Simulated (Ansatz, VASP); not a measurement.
**ScW: VASP beside Ansatz**

```xyz
2
Lattice="3.3314 0.0000 0.0000 0.0000 3.3314 0.0000 0.0000 0.0000 3.3314" Properties=species:S:1:pos:R:3 pbc="T T T"
Sc    0.0000    0.0000    0.0000
W     1.6657    1.6657    1.6657
```

Alike in both runs: functional PBE; k mesh 6 × 6 × 6; occupations gaussian, width 0.2 eV; no spin polarisation.

Ansatz relaxed the structure, and its values are those at the end. VASP's run is a single point on that final structure, the one shown.

|  | VASP | Ansatz |
| --- | --- | --- |
| version | VASP 6.6.1 | Ansatz 0.2.0 |
| potentials or method | VASP PAW PBE potentials, release 64 (Sc_sv, W_sv), cutoff 500 eV | scalar-relativistic, plane waves, PAW |
| valence electrons in the cell | 25 | 25 |

```csv
,VASP,Ansatz,Ansatz less VASP
gap on the k mesh at the Fermi level (eV),none,none,-
pressure (GPa),0.2,0.0,-0.22
```

A gap of «none» marks a metal or a gap that the smearing closes. The functional is the same, so the differences come from potentials, cutoffs and numerics.

Neither program's run includes spin-orbit coupling.
